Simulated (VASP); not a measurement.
Crystal: Fe.

```
CELL_PARAMETERS angstrom
-1.43325 1.43325 1.43325
1.43325 -1.43325 1.43325
1.43325 1.43325 -1.43325
ATOMIC_POSITIONS crystal
Fe 0.00000 0.00000 0.00000
```

```yaml
Program: VASP 6.6.1
Task: relaxation of cell and atoms
Functional: r2SCAN
Potentials_or_basis: VASP PAW PBE potentials, release 64 (Fe)
Cutoff: 660 eV
k_mesh: 15 × 15 × 15
Occupations: fermi-dirac, width 0.1 eV
Spin: no spin polarisation
```

At the start: pressure -30.3 GPa; volume 11.78 Å³/atom.

Question: Where does the relaxation end?

Answer: Over 7 steps the energy falls by 171.4 meV/atom and the volume is 10.19 Å³/atom (-13.5 %); space group Im-3m (No. 229, to 0.05 Å).

The path:
```tsv
step	energy change (eV)	largest force (eV/Å)	pressure (GPa)	volume (Å³)
1	0.0000	0.0000	-30.31	11.78
2	0.2566	0.0000	90.63	8.37
3	-0.1709	0.0000	-2.08	10.27
4	-0.1714	0.0000	-0.53	10.21
5	-0.1714	0.0000	0.32	10.18
6	-0.1714	0.0000	-0.43	10.21
7	-0.1714	0.0000	0.05	10.19
```

Final structure:
```
Fe
1.0
    -1.36587    1.36587    1.36587
     1.36587   -1.36587    1.36587
     1.36587    1.36587   -1.36587
Fe
1
Direct
  0.00000 0.00000 0.00000
```

Caveat: the PAW data sets were made with another functional, which shifts forces and pressure a little; the volume moved by -13 % from the deposited cell, more than functionals usually miss; the run has no spin polarisation, though such a crystal can be magnetic.
